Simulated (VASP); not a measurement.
Set up this calculation in VASP 6.6.1, as the native input.

* Task: single point
* Functional: PBE
* Potentials or basis: VASP PAW PBE potentials, release 64 (Co_sv, O)
* Cutoff: 600 eV
* k mesh: 11 × 11 × 10
* Occupations: fermi-dirac, width 0.05 eV
* Spin: collinear spin, ferromagnetic start
* Starting moments: [2.0, 0.0] μB
* Dipole correction: no
* Further INCAR settings: ALGO = Normal; EDIFF = 1e-06; NBANDS = 22

The structure of CoO lies in POSCAR:

```
CoO
1.0
    2.8562992300      0.0000000000      0.0000000000
   -1.4281496100      2.4736276900      0.0000000000
    0.0000000000      0.0000000000      2.7876065300
Co O
1 1
Direct
    0.0000000000      0.0000000000      0.0000000000
    0.6666666667      0.3333333333      0.5000000000
```

These files were run (other wordings do the same):

INCAR

```
SYSTEM = CoO
  PREC = Accurate
  ENCUT = 600
  EDIFF = 1E-6
  ISMEAR = -1
  SIGMA = 0.05
  LREAL = .FALSE.
  LASPH = .TRUE.
  NELM = 200
  ALGO = Normal
  ISIF = 2
  LWAVE = .FALSE.
  LCHARG = .FALSE.
  ISPIN = 2
  MAGMOM = 2 0
  LORBIT = 11
  LMAXMIX = 4
  GGA = PE
  NBANDS = 22
  GGA_COMPAT = .FALSE.
```

KPOINTS

```
regular mesh
0
G
  11 11 10
  0 0 0
```

Potentials or basis: VASP PAW PBE potentials, release 64 (Co_sv, O).

The run is started by

```bash
$ cat potpaw_PBE.64/Co_sv/POTCAR potpaw_PBE.64/O/POTCAR > POTCAR
$ mpirun -np 1 vasp_std > vasp.out
```

Results of the run:

```json
{
 "Pressure": "-10.1 GPa",
 "Band gap on the k mesh": "zero (filled and empty bands overlap)",
 "Net moment": "3.00 μB per cell",
 "Site moments": "Co +2.53; O +0.39 μB",
 "Valence electrons inside the program's atomic spheres": "Co 14.85; O 4.95"
}
```

Caveat: the cell stands under tension; a cell with one magnetic atom can't hold antiferromagnetic order, which such compounds often take; semilocal functionals often make such compounds metallic where correlation or magnetic order opens a gap, which also shifts bond lengths.

Wall time 2.2 min on 1 thread of Intel(R) Xeon(R) Platinum 8259CL CPU @ 2.50GHz (Skylake/Cascade Lake), with other jobs on the host, peak memory 0.2 GiB.
